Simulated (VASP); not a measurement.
# MoS2 (P6_3/mmc) in VASP: further runs

Runs on MoS2. Level: PBEsol. Tasks: relaxation of cell and atoms, relaxation of the atoms.

Everything below comes from runs of VASP 6.6.1. Logs are shortened: lines on timing, memory, paths and dates and some standing lists are left out, and cuts for length are marked.

### 1 The cell of the first run

The structure is hexagonal, space group P6_3/mmc (No. 194). The conventional cell has a = 3.141 Å, b = 3.141 Å, c = 12.585 Å, α = 90.00°, β = 90.00°, γ = 120.00°. Within 3.2 Å of Mo (site symmetry -6m2) lie 6 S at 2.39 Å and 6 Mo at 3.14 Å. Within 3.2 Å of S (site symmetry 3m) lie 3 Mo at 2.39 Å and 7 S at 3.12 to 3.14 Å.

### 2 Relaxation of cell and atoms, PBEsol

Contents of INCAR:

```
PREC = Accurate ; ENCUT = 600
EDIFF = 1E-7 ; ISMEAR = 0
SIGMA = 0.02 ; LREAL = False
LASPH = True ; NELM = 80
ALGO = Normal ; ISIF = 3
LWAVE = False ; LCHARG = False
GGA = PS ; IBRION = 2
NSW = 100 ; EDIFFG = -0.005
```

Contents of KPOINTS:

```
regular mesh
0
Gamma
  12 12 2
```

Contents of POSCAR:

```
MoS2
1.0
    3.1413882571      0.0000000000      0.0000000000
   -1.5706941286      2.7205220338      0.0000000000
    0.0000000000      0.0000000000     12.5850886796
Mo S
2 4
Direct
    0.6666666667      0.3333333333      0.2500000000
    0.3333333333      0.6666666667      0.7500000000
    0.6666666667      0.3333333333      0.6261196804
    0.3333333333      0.6666666667      0.3738803196
    0.6666666667      0.3333333333      0.8738803196
    0.3333333333      0.6666666667      0.1261196804
```

Potentials or basis: VASP PAW PBE potentials, release 64 (Mo_sv, S).

Run with:

```bash
$ cat potpaw_PBE.64/Mo_sv/POTCAR potpaw_PBE.64/S/POTCAR > POTCAR
$ mpirun -np 1 vasp_std > vasp.out
```

OUTCAR:

```text
PREC = Accurate
   ENCUT = 600
   EDIFF = 1E-7
   ISMEAR = 0
   LREAL = False
   LASPH = True
   NELM = 80
   ISIF = 3
   GGA = PS
   IBRION = 2
   NSW = 100
   EDIFFG = -0.005

 ion  position               nearest neighbor table
   1  0.667  0.333  0.250-   4 2.39   6 2.39   4 2.39   6 2.39   4 2.39   6 2.39
   2  0.333  0.667  0.750-   3 2.39   5 2.39   3 2.39   5 2.39   3 2.39   5 2.39
   3  0.667  0.333  0.626-   2 2.39   2 2.39   2 2.39
   4  0.333  0.667  0.374-   1 2.39   1 2.39   1 2.39
   5  0.667  0.333  0.874-   2 2.39   2 2.39   2 2.39
   6  0.333  0.667  0.126-   1 2.39   1 2.39   1 2.39

  LATTYP: Found a hexagonal cell.
 ALAT       =     3.1413882571
 C/A-ratio  =     4.0062187955

  Lattice vectors:

 A1 = (   3.1413882571,   0.0000000000,   0.0000000000)
 A2 = (  -1.5706941286,   2.7205220338,   0.0000000000)
 A3 = (   0.0000000000,   0.0000000000,  12.5850886796)

Analysis of symmetry for initial positions (statically):
=====================================================================
 Subroutine PRICEL returns:
 Original cell was already a primitive cell.

 Routine SETGRP: Setting up the symmetry group for a
 hexagonal supercell.

 Subroutine GETGRP returns: Found 24 space group operations
 (whereof 12 operations were pure point group operations)
 out of a pool of 24 trial point group operations.

The static configuration has the point symmetry D_3d.
 The point group associated with its full space group is D_6h.

Analysis of symmetry for dynamics (positions and initial velocities):
=====================================================================
 Subroutine PRICEL returns:
 Original cell was already a primitive cell.

 Routine SETGRP: Setting up the symmetry group for a
 hexagonal supercell.

 Subroutine GETGRP returns: Found 24 space group operations
 (whereof 12 operations were pure point group operations)
 out of a pool of 24 trial point group operations.

The dynamic configuration has the point symmetry D_3d.
 The point group associated with its full space group is D_6h.

 Subroutine INISYM returns: Found 24 space group operations
 (whereof 12 operations are pure point group operations),
 and found     1 'primitive' translations

----------------------------------------------------------------------------------------

                                     Primitive cell

  volume of cell :     107.5549

  direct lattice vectors                    reciprocal lattice vectors
     3.141388257  0.000000000  0.000000000     0.318330597  0.183788256  0.000000000
    -1.570694129  2.720522034  0.000000000     0.000000000  0.367576512  0.000000000
     0.000000000  0.000000000 12.585088680     0.000000000  0.000000000  0.079459114

  length of vectors
     3.141388257  3.141388257 12.585088680     0.367576512  0.367576512  0.079459114

  position of ions in fractional coordinates (direct lattice)
     0.666666667  0.333333333  0.250000000
     0.333333333  0.666666667  0.750000000
     0.666666667  0.333333333  0.626119680
     0.333333333  0.666666667  0.373880320
     0.666666667  0.333333333  0.873880320
     0.333333333  0.666666667  0.126119680

  ion indices of the primitive-cell ions
   primitive index   ion index
                 1           1
                 2           2
                 3           3
                 4           4
                 5           5
                 6           6

----------------------------------------------------------------------------------------

 KPOINTS: regular mesh

Automatic generation of k-mesh.
 Grid dimensions read from file:
 generate k-points for:   12   12    2

 Generating k-lattice:

  Cartesian coordinates                     Fractional coordinates (reciprocal lattice)
     0.026527550  0.015315688  0.000000000     0.083333333  0.000000000  0.000000000
     0.000000000  0.030631376  0.000000000     0.000000000  0.083333333  0.000000000
     0.000000000  0.000000000  0.039729557     0.000000000  0.000000000  0.500000000

  Length of vectors
     0.030631376  0.030631376  0.039729557

  Shift w.r.t. Gamma in fractional coordinates (k-lattice)
     0.000000000  0.000000000  0.000000000

 Subroutine IBZKPT returns following result:
 ===========================================

 Found     38 irreducible k-points:

 Following reciprocal coordinates:
            Coordinates               Weight
  0.000000  0.000000  0.000000      1.000000
  0.083333  0.000000  0.000000      6.000000
  0.166667  0.000000  0.000000      6.000000
  0.250000  0.000000  0.000000      6.000000
  0.333333  0.000000  0.000000      6.000000
  0.416667  0.000000  0.000000      6.000000
[... 16 lines left out ...]
  0.250000  0.000000  0.500000      6.000000
  0.333333  0.000000  0.500000      6.000000
 [... further k-points ...]
   k-points           NKPTS =     38   k-points in BZ     NKDIM =     38   number of bands    NBANDS=     31
   number of dos      NEDOS =    301   number of ions     NIONS =      6
   total plane-waves  NPLWV =  84672
   dimension x,y,z NGX =    28 NGY =   28 NGZ =  108
   dimension x,y,z NGXF=    56 NGYF=   56 NGZF=  216
   ions per type =               2   4
   NGX,Y,Z   is equivalent  to a cutoff of  14.82, 14.82, 14.27 a.u.
   NGXF,Y,Z  is equivalent  to a cutoff of  29.64, 29.64, 28.53 a.u.
 SYSTEM =  unknown system
   PREC   = accura    normal or accurate (medium, high low for compatibility)
   ISTART =      0    job   : 0-new  1-cont  2-samecut
   ICHARG =      2    charge: 1-file 2-atom 10-const
   ISPIN  =      1    spin polarized calculation?
   LNONCOLLINEAR =      F non collinear calculations
   LSORBIT =      F    spin-orbit coupling
   LASPH  =      T    aspherical Exc in radial PAW
   ENCUT  =  600.0 eV  44.10 Ry    6.64 a.u.   6.27  6.27 25.14*2*pi/ulx,y,z
   NELM   =     80;   NELMIN=  2; NELMDL= -5     # of ELM steps
   EDIFF  = 0.1E-06   stopping-criterion for ELM
   LREAL  =      F    real-space projection
   EDIFFG = -.5E-02   stopping-criterion for IOM
   NSW    =    100    number of steps for IOM
   IBRION =      2    ionic relax: 0-MD 1-quasi-New 2-CG
   NFREE  =      1    steps in history (QN), initial steepest desc. (CG)
   ISIF   =      3    stress and relaxation
   ISYM   =      2    0-nonsym 1-usesym 2-fastsym
   POTIM  = 0.5000    time-step for ionic-motion
   TEBEG  =    0.0;   TEEND  =   0.0 temperature during run
   PSTRESS=    0.0 pullay stress
   NELECT =      52.0000    total number of electrons
   NUPDOWN=      -1.0000    fix difference up-down
   EMIN   =  10.00;   EMAX   =-10.00  energy-range for DOS
   EFERMI =   0.00;   METHOD = LEGACY
   ISMEAR =     0;   SIGMA  =   0.02  broadening in eV -4-tet -1-fermi 0-gaus
   EFERMI_NEDOS =   21; number of points for ismear=-14 and -15
   IALGO  =     38    algorithm
   IMIX   =      4    mixing-type and parameters
     AMIX     =   0.40;   BMIX     =  1.00
     AMIX_MAG =   1.60;   BMIX_MAG =  1.00
  volume/ion in A,a.u.               =      17.93       120.97
  Fermi-wavevector in a.u.,A,eV,Ry     =   1.284890  2.428090 22.462429  1.650942
  Thomas-Fermi vector in A             =   2.417057
   LORBIT       =      0    0 simple, 1 ext, 2 COOP (PROOUT), +10 PAW based schemes
   GGA     = PS    functional components
   LHFCALC =     F    Hartree Fock is set to
   AEXX    =    0.0000 exact exchange contribution
   IVDW    =     0    specifies the selected vdW correction
   LEPSILON=     F    determine dielectric tensor
   LRPA    =     F    only Hartree local field effects (RPA)
 conjugate gradient relaxation of ions
 non-spin polarized calculation
 Gauss-broadening in eV      SIGMA  =   0.02
  energy-cutoff  :      600.00
  volume of cell :      107.55
 maximum number of plane-waves:      3626
 NGX is ok and might be reduce to    28
   NGX = 13   NGY = 13   NGZ = 51

 number of electron      51.9999998 magnetization

 Free energy of the ion-electron system (eV)
  ---------------------------------------------------
  ext. energy  EPLUGINS =         0.00000000
  ---------------------------------------------------
  free energy    TOTEN  =       -46.90749837 eV

  energy without entropy =      -46.90749837  energy(sigma->0) =      -46.90749837

 E-fermi :   7.4957     XC(G=0): -10.9210

 val. band max:        7.2518308690   @ k =   0.0000   0.0000   0.0000
 cond. band min:       8.2494624407   @ k =   0.1667   0.1667   0.0000
 fundamental gap:      0.9976315717
 Fermi energy:         7.4956541500

 k-point     1 :       0.0000    0.0000    0.0000
  band No.  band energies     occupation
      1     -54.0293      2.00000
      2     -54.0293      2.00000
      3     -28.2412      2.00000
      4     -28.2411      2.00000
      5     -27.9786      2.00000
      6     -27.9786      2.00000
[... 23 lines left out ...]
     30       9.5694      0.00000
     31       9.7752      0.00000

 k-point     2 :       0.0833    0.0000    0.0000
  band No.  band energies     occupation
      1     -54.0263      2.00000
      2     -54.0263      2.00000
      3     -28.2353      2.00000
      4     -28.2352      2.00000
      5     -28.0085      2.00000
      6     -28.0084      2.00000
[... 23 lines left out ...]
     30       9.6212      0.00000
     31       9.6275      0.00000

 k-point     3 :       0.1667    0.0000    0.0000
  band No.  band energies     occupation
      1     -54.0180      2.00000
      2     -54.0180      2.00000
      3     -28.2192      2.00000
      4     -28.2192      2.00000
      5     -28.0892      2.00000
      6     -28.0892      2.00000
[... 703 lines left out ...]
     30       9.1302      0.00000
     31       9.8663      0.00000

 k-point    24 :       0.3333    0.0000    0.5000
  band No.  band energies     occupation
      1     -53.9953      2.00000
      2     -53.9953      2.00000
      3     -28.3048      2.00000
      4     -28.3048      2.00000
      5     -28.1750      2.00000
      6     -28.1750      2.00000
[... 23 lines left out ...]
     30       9.0636      0.00000
     31      10.3088      0.00000

 [... further k-points ...]

------------------------ aborting loop because EDIFF is reached ----------------------------------------

  FORCE on cell =-STRESS in cart. coord.  units (eV):
  Direction    XX          YY          ZZ          XY          YZ          ZX
  --------------------------------------------------------------------------------------
  -------------------------------------------------------------------------------------
  Total        0.0015827      0.0015827     -0.0170585     -0.0000000      0.0000000      0.0000000
  in kB        0.0235766      0.0235766     -0.2541091     -0.0000000      0.0000000      0.0000000
  external PRESSURE =      -0.0689853 kB  Pullay stress =       0.0000000 kB

 VOLUME and BASIS-vectors are now :
 -----------------------------------------------------------------------------
  energy-cutoff  :      600.00
  volume of cell :      107.55
      direct lattice vectors                 reciprocal lattice vectors
     3.141388257  0.000000000  0.000000000     0.318330597  0.183788256  0.000000000
    -1.570694129  2.720522034  0.000000000     0.000000000  0.367576512  0.000000000
     0.000000000  0.000000000 12.585088680     0.000000000  0.000000000  0.079459114

 POSITION                                       TOTAL-FORCE (eV/Angst)
 -----------------------------------------------------------------------------------
      1.57069      0.90684      3.14627        -0.000000      0.000000      0.000000
     -0.00000      1.81368      9.43882         0.000000      0.000000      0.000000
      1.57069      0.90684      7.87977        -0.000000     -0.000000     -0.000803
     -0.00000      1.81368      4.70532         0.000000     -0.000000      0.000803
      1.57069      0.90684     10.99786         0.000000     -0.000000      0.000803
     -0.00000      1.81368      1.58723         0.000000     -0.000000     -0.000803
 -----------------------------------------------------------------------------------
    total drift:                                0.000000     -0.000000      0.000000

  FREE ENERGIE OF THE ION-ELECTRON SYSTEM (eV)
  ---------------------------------------------------
  free  energy   TOTEN  =       -46.9074983709 eV

  energy  without entropy=      -46.9074983709  energy(sigma->0) =      -46.90749837

 reached required accuracy - stopping structural energy minimisation
```

Wall time 1.9 min (1 thread of Intel Xeon 6975P-C (Granite Rapids), shared host); peak memory 0.34 GiB.

What came out:

```
Free energy             : -46.9075 eV
Pressure after relaxing : 0.0 GPa
Band gap on the k mesh  : 1.00 eV (least direct gap 1.75 eV)
```

Final structure:
```xyz
6
Lattice="3.1414 0.0000 0.0000 -1.5707 2.7205 0.0000 0.0000 0.0000 12.5851" Properties=species:S:1:pos:R:3 pbc="T T T"
Mo    1.5707    0.9068    3.1463
Mo    0.0000    1.8137    9.4388
S     1.5707    0.9068    7.8798
S     0.0000    1.8137    4.7053
S     1.5707    0.9068   10.9979
S     0.0000    1.8137    1.5872
```

Caveat: the PAW data sets were made with another functional, which shifts forces and pressure a little; this functional lacks dispersion, which binds layers or chains, so the pressure and a relaxed spacing across them are unreliable.

[end of part 1 of 2]
